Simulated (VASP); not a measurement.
# AgCl: single point with r2SCAN

Crystal: AgCl.

```
Ag Cl
1.0
     0.00000    2.99500    2.55130
     2.99500    0.00000    2.55130
     2.99500    2.99500    0.00000
Ag Cl
1 1
Direct
  0.50000 0.50000 0.50000
  0.00000 0.00000 0.00000
```

This cell differs from its parent crystal: strain +0.080 along x and y, -0.080 along z.

```yaml
Program: VASP 6.6.1
Task: single point
Functional: r2SCAN
Potentials_or_basis: VASP PAW PBE potentials, release 64 (Ag, Cl)
Cutoff: 550 eV
k_mesh: 8 × 8 × 8
Occupations: gaussian, width 0.05 eV
Spin: no spin polarisation
Dipole_correction: no
Further_INCAR_settings: ALGO = Normal; EDIFF = 1e-06; NBANDS = 16
```

* Pressure: -1.0 GPa
* Band gap on the k mesh: 1.23 eV (least direct gap 3.67 eV)

Stress tensor (GPa, compression positive):
```
-2.10  0.00  0.00
 0.00 -2.10  0.00
 0.00  0.00  1.11
```

Levels at points of the mesh, in eV from the valence-band top:
```tsv
k point	band 5	band 6	band 7	band 8	band 9	band 10	band 11	band 12	band 13	band 14
(0.00, 0.00, 0.00)	-2.65	-2.59	-2.45	-2.44	-2.44	1.23	11.02	11.02	11.41	12.34
(0.50, 0.00, 0.00)	-2.36	-2.27	-1.90	-0.77	0.00	4.44	6.78	7.26	9.08	13.24
(0.50, 0.50, 0.00)	-2.82	-2.31	-2.28	-2.28	-2.09	2.75	7.44	9.65	10.86	10.86
(0.50, 0.00, 0.50)	-2.77	-2.51	-2.28	-2.24	-2.13	2.81	8.06	8.55	10.89	13.22
```

Run time: 2.3 min on 1 thread of AMD EPYC 9R14 (Zen 4), on a shared host, peak memory 0.17 GiB.

Caveat: the cell differs from its parent crystal (strain +0.080 along x and y, -0.080 along z); the PAW data sets were made with another functional, which shifts forces and pressure a little. A k mesh can miss the band edges.
